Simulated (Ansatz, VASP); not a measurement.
## One calculation of Au, two programs

Contents of INCAR:

```
PREC = Accurate
ENCUT = 520
EDIFF = 1E-6
ISMEAR = 0
SIGMA = 0.15
LREAL = False
LASPH = True
NELM = 60
ALGO = Fast
ISIF = 2
LWAVE = False
LCHARG = True
GGA = PE
LELF = True
LVHAR = True
NBANDS = 12
```

Contents of KPOINTS:

```
regular mesh
0
Gamma
  20 20 20
```

POSCAR

```
Au
1.0
    0.0000000000      2.2091400000      2.0455000000
    2.2091400000      0.0000000000      2.0455000000
    2.2091400000      2.2091400000      0.0000000000
Au
1
Direct
    0.0000000000      0.0000000000      0.0000000000
```

Input for Ansatz:

```yaml
crystal:
  lattice:
    - [0.0, 2.20914, 2.0455]
    - [2.20914, 0.0, 2.0455]
    - [2.20914, 2.20914, 0.0]
  atoms:
    - { symbol: Au, position: [0.0, 0.0, 0.0] }
basis:
  ecutwfc: 420
kpoints:
  mp_grid: { grid: [20, 20, 20] }
hamiltonian:
  xc: pbe
scf:
  occupations: { method: gaussian, width: 0.15 }
output:
  forces: true
  stress: true
  eigenvalues: true
```

Change from the starting cell: strain +0.080 along x and y, +0.000 along z, atoms carried along.

Alike in both runs: task single point; functional PBE; k mesh 20 × 20 × 20; occupations gaussian, width 0.15 eV; no spin polarisation.

|  | VASP | Ansatz |
| --- | --- | --- |
| version | VASP 6.6.1 | Ansatz 0.2.0 |
| potentials or method | VASP PAW PBE potentials, release 64 (Au), cutoff 520 eV | scalar-relativistic, plane waves, PAW |
| valence electrons in the cell | 11 | 19 |

Ansatz gave:

- gap on the k mesh at the Fermi level (eV): none
- pressure (GPa): -10.6
- traceless stress, the component that is largest in VASP (GPa): 0.54

Problem. What did VASP give for the same quantities?

Solution. gap on the k mesh at the Fermi level (eV): none; pressure (GPa): -10.7; traceless stress, the component that is largest in VASP (GPa): 0.53.

A gap of «none» marks a metal or a gap that the smearing closes. VASP's potentials hold 11 valence electrons a cell and Ansatz's 19, so a difference there can come from the potentials and not from the codes.

Neither program's run includes spin-orbit coupling.
